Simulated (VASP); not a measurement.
Runs of VASP 6.6.1 on Rh. The structure is that of space group Fm-3m (No. 225), or close to it. The cells are those of the table. 

```tsv
task	cell	k mesh for the DOS	occupations for the DOS	gap on the mesh (eV)	pressure (GPa)
electric field gradients	a = 2.671 Å, angles 60.0°, 1 atom	-	-	none	11.9
single point	a = 2.671 Å, angles 60.0°, 1 atom	-	-	none	11.9
single point	a = 2.635 Å, angles 60.0°, 1 atom	-	-	none	(a)
electric field gradients	a = 2.707 Å, angles 60.0°, 1 atom	-	-	none	0.4
```

Alike in all rows: level PBE; potentials or basis VASP PAW PBE potentials, release 64 (Rh_pv); no spin polarisation; k mesh 16 × 16 × 16; cutoff (eV) 520; smearing fermi-dirac 0.03 eV.

Problem. Estimate the missing entries.

Solution. (a) 26.4.

A k mesh can miss the band edges, and the runs leave out spin-orbit coupling on Rh.

A gap of «none» marks levels without a gap at the run's occupations.
